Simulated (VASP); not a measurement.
CoSi2, 3 atoms in the cell. The structure is cubic, space group Fm-3m (No. 225). Conventional cell: a = 5.360 Å, b = 5.360 Å, c = 5.360 Å, α = 90.00°, β = 90.00°, γ = 90.00°. Within 3.1 Å of Co (site symmetry m-3m) lie 8 Si at 2.32 Å. Si (site symmetry -43m) has 4 Co at 2.32 Å and 6 Si at 2.68 Å within 3.1 Å. 

```yaml
Program: VASP 6.6.1
Task: single point
Functional: PBE
Potentials_or_basis: VASP PAW PBE potentials, release 64 (Co, Si)
Cutoff: 520 eV
k_mesh: 14 × 14 × 14
Occupations: gaussian, width 0.1 eV
Spin: no spin polarisation
Dipole_correction: no
Further_INCAR_settings: ALGO = Normal; EDIFF = 1e-06; NBANDS = 16
```

Potentials or basis: VASP PAW PBE potentials, release 64 (Co, Si).

Run with:

```bash
$ cat potpaw_PBE.64/Co/POTCAR potpaw_PBE.64/Si/POTCAR > POTCAR
$ mpirun -np 1 vasp_std > vasp.out
```

Hardware: 1 thread of AMD EPYC 9R45 96-Core Processor (Zen 5), on a shared host.

Estimate the wall time of this run.

Wall time 35 s on 1 thread of AMD EPYC 9R45 96-Core Processor (Zen 5), with other jobs on the host, peak memory 0.17 GiB. Counts: scf iterations 14, k points 104.
